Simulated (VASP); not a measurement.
NaF:

```
Na F
1.0
     0.00000    2.53126    2.53126
     2.53126    0.00000    2.53126
     2.53126    2.53126    0.00000
Na F
1 1
Direct
  0.00000 0.00000 0.00000
  0.25000 0.25000 0.25000
```

Base run:

```yaml
Program: VASP 6.6.1
Functional: PBE
Potentials_or_basis: VASP PAW PBE potentials, release 64 (Na_pv, F)
Cutoff: 520 eV
k_mesh: 6 × 6 × 6
Occupations: gaussian, width 0.01 eV
Spin: no spin polarisation
```

Its results: band gap on the k mesh 5.61 eV, direct; pressure 2.0 GPa.

Task: The run is repeated on the same cell with these changes: functional from PBE to r2SCAN; further incar settings from ALGO = Normal; EDIFF = 1e-07; NBANDS = 14 to ALGO = Normal; EDIFF = 1e-06; NBANDS = 14. What comes out?

Result: Band gap on the k mesh 6.27 eV, direct; pressure -0.3 GPa.

Caveats: the PAW data sets were made with another functional, which shifts forces and pressure a little (some runs).

